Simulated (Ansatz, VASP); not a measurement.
## Al2GaP2: VASP beside Ansatz

```xyz
5
Lattice="3.3675 0.0000 0.0000 0.0000 3.3675 0.0000 0.0000 0.0000 8.8099" Properties=species:S:1:pos:R:3 pbc="T T T"
Al    0.0000    0.0000    3.5625
Al    1.6837    1.6837    0.4779
Ga    1.6837    1.6837    4.6947
P     0.0000    0.0000    1.1917
P     1.6837    1.6837    6.9867
```

Alike in both runs: functional PBE; k mesh 4 × 4 × 4; occupations gaussian, width 0.1 eV; no spin polarisation.

Ansatz relaxed the structure, and its values are those at the end. VASP's run is a single point on that final structure, the one shown.

|  | VASP | Ansatz |
| --- | --- | --- |
| version | VASP 6.6.1 | Ansatz 0.2.0 |
| potentials or method | VASP PAW PBE potentials, release 64 (Al, Ga_d, P), cutoff 520 eV | scalar-relativistic, plane waves, PAW |
| valence electrons in the cell | 29 | 29 |

VASP gave:

| Item | Value |
| --- | --- |
| gap on the k mesh at the Fermi level (eV) | none |
| pressure (GPa) | 0.0 |
| rms of the force components (eV/Å) | 0.004 |

Task: Estimate Ansatz's values.

Result: gap on the k mesh at the Fermi level (eV): none; pressure (GPa): 0.1; rms of the force components (eV/Å): 0.002.

A gap of «none» marks a metal or a gap that the smearing closes.

The k mesh is coarse, so the values compare programs but aren't converged.
